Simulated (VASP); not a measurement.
# Li in VASP: single point with PBE+D3(BJ)

Aim: the single point of Li with PBE+D3(BJ).

Program: VASP 6.6.1. These are calculated values, not measurements. Logs are shortened: lines on timing, memory, paths and dates and some standing lists are left out, and cuts for length are marked.

## (1) The cell of the first run

The typed cell holds 4 atoms: a = 4.177 Å, b = 4.177 Å, c = 4.177 Å, α = 90.00°, β = 90.00°, γ = 90.00°.

## (2) Single point, PBE+D3(BJ) (all atoms moved at random, sigma 0.4 Å a component, then relaxed in part)

The input, INCAR:

```
SYSTEM = Li
PREC     = Accurate       ! precision mode
ENCUT    = 520            ! plane-wave cutoff, eV
EDIFF    = 1E-7           ! SCF threshold, eV
ISMEAR   = 0              ! smearing method
SIGMA    = 0.15           ! smearing width, eV
LREAL    = .FALSE.        ! projectors in reciprocal space
LASPH    = .TRUE.         ! aspherical terms in the spheres
NELM     = 100            ! most SCF steps
ALGO     = Normal         ! electronic algorithm
ISIF     = 2              ! what is computed and relaxed
LWAVE    = .FALSE.        ! write WAVECAR
LCHARG   = .FALSE.        ! write CHGCAR
GGA      = PE             ! functional
IVDW     = 12             ! dispersion correction
NBANDS   = 14             ! bands
```

The input, KPOINTS:

```
regular mesh
0
G
  8 8 8
  0 0 0
```

The input, POSCAR:

```
Li
1.0
    4.1769653562      0.0000000000      0.0000000000
    0.0000000000     -4.1769653562      0.0000000000
    0.0000000000      0.0000000000     -4.1769653562
Li
4
Direct
   -0.0000474339      0.4994785234      0.4996120905
    0.5000337538     -0.0004673915      0.5001637607
    0.5000274257      0.5004611815     -0.0000979207
   -0.0000137456      0.0005276866      0.0003220696
```

Potentials or basis: VASP PAW PBE potentials, release 64 (Li_sv).

Launch:

```console
> cat potpaw_PBE.64/Li_sv/POTCAR > POTCAR
> mpirun -np 1 vasp_std > vasp.out
```

OUTCAR:

```text
SYSTEM = Li
   PREC = Accurate
   ENCUT = 520
   EDIFF = 1E-7
   ISMEAR = 0
   LREAL = .FALSE.
   LASPH = .TRUE.
   NELM = 100
   ISIF = 2
   GGA = PE
   IVDW = 12
 IVDW          = 12

 ion  position               nearest neighbor table
   1  1.000  0.499  0.500-
   2  0.500  1.000  0.500-
   3  0.500  0.500  1.000-
   4  1.000  0.001  0.000-

  LATTYP: Found a simple cubic cell.
 ALAT       =     4.1769653562

  Lattice vectors:

 A1 = (   4.1769653562,   0.0000000000,   0.0000000000)
 A2 = (   0.0000000000,  -4.1769653562,   0.0000000000)
 A3 = (   0.0000000000,   0.0000000000,  -4.1769653562)

Analysis of symmetry for initial positions (statically):
=====================================================================
 Subroutine PRICEL returns:
 Original cell was already a primitive cell.

 Routine SETGRP: Setting up the symmetry group for a
 simple cubic supercell.

 Subroutine GETGRP returns: Found  1 space group operations
 (whereof  1 operations were pure point group operations)
 out of a pool of 48 trial point group operations.

The static configuration has the point symmetry C_1 .

Analysis of symmetry for dynamics (positions and initial velocities):
=====================================================================
 Subroutine PRICEL returns:
 Original cell was already a primitive cell.

 Routine SETGRP: Setting up the symmetry group for a
 simple cubic supercell.

 Subroutine GETGRP returns: Found  1 space group operations
 (whereof  1 operations were pure point group operations)
 out of a pool of 48 trial point group operations.

The dynamic configuration has the point symmetry C_1 .

 Subroutine INISYM returns: Found  1 space group operations
 (whereof  1 operations are pure point group operations),
 and found     1 'primitive' translations

----------------------------------------------------------------------------------------

                                     Primitive cell

  volume of cell :      72.8757

  direct lattice vectors                    reciprocal lattice vectors
     4.176965356  0.000000000  0.000000000     0.239408258  0.000000000  0.000000000
     0.000000000 -4.176965356  0.000000000     0.000000000 -0.239408258  0.000000000
     0.000000000  0.000000000 -4.176965356     0.000000000  0.000000000 -0.239408258

  length of vectors
     4.176965356  4.176965356  4.176965356     0.239408258  0.239408258  0.239408258

  position of ions in fractional coordinates (direct lattice)
     0.999952566  0.499478523  0.499612091
     0.500033754  0.999532608  0.500163761
     0.500027426  0.500461182  0.999902079
     0.999986254  0.000527687  0.000322070

  ion indices of the primitive-cell ions
   primitive index   ion index
                 1           1
                 2           2
                 3           3
                 4           4

----------------------------------------------------------------------------------------

 KPOINTS: regular mesh

Automatic generation of k-mesh.
 Grid dimensions read from file:
 generate k-points for:    8    8    8

 Generating k-lattice:

  Cartesian coordinates                     Fractional coordinates (reciprocal lattice)
     0.029926032  0.000000000  0.000000000     0.125000000  0.000000000  0.000000000
     0.000000000 -0.029926032  0.000000000     0.000000000  0.125000000  0.000000000
     0.000000000  0.000000000 -0.029926032     0.000000000  0.000000000  0.125000000

  Length of vectors
     0.029926032  0.029926032  0.029926032

  Shift w.r.t. Gamma in fractional coordinates (k-lattice)
     0.000000000  0.000000000  0.000000000

 Subroutine IBZKPT returns following result:
 ===========================================

 Found    260 irreducible k-points:

 Following reciprocal coordinates:
            Coordinates               Weight
  0.000000  0.000000  0.000000      1.000000
  0.125000  0.000000  0.000000      2.000000
  0.000000  0.125000  0.000000      2.000000
  0.000000  0.000000  0.125000      2.000000
  0.250000  0.000000  0.000000      2.000000
  0.000000  0.250000  0.000000      2.000000
[... 16 lines left out ...]
 -0.125000  0.250000  0.000000      2.000000
 -0.250000  0.000000  0.125000      2.000000
 [... further k-points ...]
   k-points           NKPTS =    260   k-points in BZ     NKDIM =    260   number of bands    NBANDS=     14
   number of dos      NEDOS =    301   number of ions     NIONS =      4
   total plane-waves  NPLWV =  32768
   dimension x,y,z NGX =    32 NGY =   32 NGZ =   32
   dimension x,y,z NGXF=    64 NGYF=   64 NGZF=   64
   ions per type =               4
   NGX,Y,Z   is equivalent  to a cutoff of  12.74, 12.74, 12.74 a.u.
   NGXF,Y,Z  is equivalent  to a cutoff of  25.47, 25.47, 25.47 a.u.
 SYSTEM =  Li
   PREC   = accura    normal or accurate (medium, high low for compatibility)
   ISTART =      0    job   : 0-new  1-cont  2-samecut
   ICHARG =      2    charge: 1-file 2-atom 10-const
   ISPIN  =      1    spin polarized calculation?
   LNONCOLLINEAR =      F non collinear calculations
   LSORBIT =      F    spin-orbit coupling
   LASPH  =      T    aspherical Exc in radial PAW
   ENCUT  =  520.0 eV  38.22 Ry    6.18 a.u.   7.77  7.77  7.77*2*pi/ulx,y,z
   NELM   =    100;   NELMIN=  2; NELMDL= -5     # of ELM steps
   EDIFF  = 0.1E-06   stopping-criterion for ELM
   LREAL  =      F    real-space projection
   EDIFFG = 0.1E-05   stopping-criterion for IOM
   NSW    =      0    number of steps for IOM
   IBRION =     -1    ionic relax: 0-MD 1-quasi-New 2-CG
   NFREE  =      0    steps in history (QN), initial steepest desc. (CG)
   ISIF   =      2    stress and relaxation
   ISYM   =      2    0-nonsym 1-usesym 2-fastsym
   POTIM  = 0.5000    time-step for ionic-motion
   TEBEG  =    0.0;   TEEND  =   0.0 temperature during run
   PSTRESS=    0.0 pullay stress
   NELECT =      12.0000    total number of electrons
   NUPDOWN=      -1.0000    fix difference up-down
   EMIN   =  10.00;   EMAX   =-10.00  energy-range for DOS
   EFERMI =   0.00;   METHOD = LEGACY
   ISMEAR =     0;   SIGMA  =   0.15  broadening in eV -4-tet -1-fermi 0-gaus
   EFERMI_NEDOS =   21; number of points for ismear=-14 and -15
   IALGO  =     38    algorithm
   IMIX   =      4    mixing-type and parameters
     AMIX     =   0.40;   BMIX     =  1.00
     AMIX_MAG =   1.60;   BMIX_MAG =  1.00
  volume/ion in A,a.u.               =      18.22       122.95
  Fermi-wavevector in a.u.,A,eV,Ry     =   0.897307  1.695664 10.954864  0.805160
  Thomas-Fermi vector in A             =   2.019875
   LORBIT       =      0    0 simple, 1 ext, 2 COOP (PROOUT), +10 PAW based schemes
   GGA     = PE    functional components
   LHFCALC =     F    Hartree Fock is set to
   AEXX    =    0.0000 exact exchange contribution
   IVDW    =    12    specifies the selected vdW correction
   LEPSILON=     F    determine dielectric tensor
   LRPA    =     F    only Hartree local field effects (RPA)
 non-spin polarized calculation
 Gauss-broadening in eV      SIGMA  =   0.15
  energy-cutoff  :      520.00
  volume of cell :       72.88
 maximum number of plane-waves:      1996
   NGX = 15   NGY = 15   NGZ = 15

 number of electron      11.9999966 magnetization

 Free energy of the ion-electron system (eV)
  ---------------------------------------------------
  ext. energy  EPLUGINS =         0.00000000
  ---------------------------------------------------
  free energy    TOTEN  =        -7.59673388 eV

  energy without entropy =       -7.57921499  energy(sigma->0) =       -7.58797443

 E-fermi :   0.9332     XC(G=0):  -7.3091

 val. band max:        0.8728101746   @ k =   0.5000   0.5000   0.5000
 cond. band min:       0.9621930057   @ k =   0.2500  -0.1250   0.1250
 fundamental gap:      0.0893828312
 Fermi energy:         0.9331814276

 k-point     1 :       0.0000    0.0000    0.0000
  band No.  band energies     occupation
      1     -45.4157      2.00000
      2     -45.3791      2.00000
      3     -45.3791      2.00000
      4     -45.3791      2.00000
      5      -2.7574      2.00000
      6       2.5472      0.00000
      7       2.5472      0.00000
      8       2.5473      0.00000
      9       6.0419      0.00000
     10       6.0419      0.00000
     11       6.0419      0.00000
     12       9.9956      0.00000
     13       9.9956      0.00000
     14       9.9957      0.00000

 k-point     2 :       0.1250    0.0000    0.0000
  band No.  band energies     occupation
      1     -45.4143      2.00000
      2     -45.3805      2.00000
      3     -45.3791      2.00000
      4     -45.3791      2.00000
      5      -2.6608      2.00000
      6       1.8987      0.00000
      7       2.6797      0.00000
      8       2.6797      0.00000
      9       5.9671      0.00000
     10       5.9672      0.00000
     11       6.9517      0.00000
     12       8.8541      0.00000
     13       8.8542      0.00000
     14      10.1102      0.00000

 k-point     3 :       0.0000    0.1250    0.0000
  band No.  band energies     occupation
      1     -45.4143      2.00000
      2     -45.3805      2.00000
      3     -45.3791      2.00000
      4     -45.3791      2.00000
      5      -2.6608      2.00000
      6       1.8987      0.00000
      7       2.6797      0.00000
      8       2.6797      0.00000
      9       5.9672      0.00000
     10       5.9672      0.00000
     11       6.9517      0.00000
     12       8.8542      0.00000
     13       8.8542      0.00000
     14      10.0987      0.00000
[... 324 lines left out ...]
 k-point    23 :      -0.1250    0.2500    0.0000
  band No.  band energies     occupation
      1     -45.4090      2.00000
      2     -45.3842      2.00000
      3     -45.3803      2.00000
      4     -45.3793      2.00000
      5      -2.2736      2.00000
      6       0.8659      1.47432
      7       2.3460      0.00000
      8       3.2091      0.00000
      9       5.1904      0.00000
     10       6.7324      0.00000
     11       7.3882      0.00000
     12       7.6273      0.00000
     13       8.7137      0.00000
     14       9.3726      0.00000

 k-point    24 :      -0.2500    0.0000    0.1250
  band No.  band energies     occupation
      1     -45.4090      2.00000
      2     -45.3842      2.00000
      3     -45.3803      2.00000
      4     -45.3793      2.00000
      5      -2.2736      2.00000
      6       0.8659      1.47435
      7       2.3460      0.00000
      8       3.2091      0.00000
      9       5.1903      0.00000
     10       6.7324      0.00000
     11       7.3882      0.00000
     12       7.6272      0.00000
     13       8.7138      0.00000
     14       9.3725      0.00000

 [... further k-points ...]

------------------------ aborting loop because EDIFF is reached ----------------------------------------

 Edisp (eV)   -0.75266

 E8    (eV) :    -0.3129

  FORCE on cell =-STRESS in cart. coord.  units (eV):
  Direction    XX          YY          ZZ          XY          YZ          ZX
  --------------------------------------------------------------------------------------
  -------------------------------------------------------------------------------------
  Total      -0.03108    -0.03104    -0.03099     0.00000     0.00000     0.00000
  in kB      -0.68329    -0.68243    -0.68121     0.00005     0.00009     0.00004
  external pressure =       -0.68 kB  Pullay stress =        0.00 kB

 VOLUME and BASIS-vectors are now :
 -----------------------------------------------------------------------------
  energy-cutoff  :      520.00
  volume of cell :       72.88
      direct lattice vectors                 reciprocal lattice vectors
     4.176965356  0.000000000  0.000000000     0.239408258  0.000000000  0.000000000
     0.000000000 -4.176965356  0.000000000     0.000000000 -0.239408258  0.000000000
     0.000000000  0.000000000 -4.176965356     0.000000000  0.000000000 -0.239408258

 POSITION                                       TOTAL-FORCE (eV/Angst)
 -----------------------------------------------------------------------------------
      4.17677     -2.08630     -2.08686         0.000619     -0.003976     -0.003789
      2.08862     -4.17501     -2.08917        -0.000525     -0.003032      0.000122
      2.08860     -2.09041     -4.17656        -0.000479      0.002990      0.000346
      4.17691     -0.00220     -0.00135         0.000384      0.004018      0.003321
 -----------------------------------------------------------------------------------
    total drift:                                0.000000     -0.000001     -0.000000

  FREE ENERGIE OF THE ION-ELECTRON SYSTEM (eV)
  ---------------------------------------------------
  free  energy   TOTEN  =        -8.3493966925 eV

  energy  without entropy=       -8.3318778027  energy(sigma->0) =       -8.34063725
```

Run time: 52 s. Hardware: 1 thread of Intel Xeon 6975P-C (Granite Rapids), shared host; peak memory 0.3 GiB.

Results:

```
Free energy                : -8.3494 eV
Largest force              : 0.006 eV/Å
Band gap on the k mesh     : zero (band 6 reaches 2.55 eV, above the bottom of band 7 at 0.37 eV)
Dispersion energy per atom : -0.188 eV
```

Forces on the atoms (eV/Å):
```
Li   0.001 -0.004 -0.004
Li  -0.001 -0.003  0.000
Li   0.000  0.003  0.000
Li   0.000  0.004  0.003
```

Caveat: the cell differs from its parent crystal (all atoms moved at random, sigma 0.4 Å a component, then relaxed in part); the cutoff is under 1.25 times the usual one of these potentials, so pressure, stress and relaxed cells hold a basis-set (Pulay) error; pairwise dispersion overbinds metals, which lowers pressure and volume.
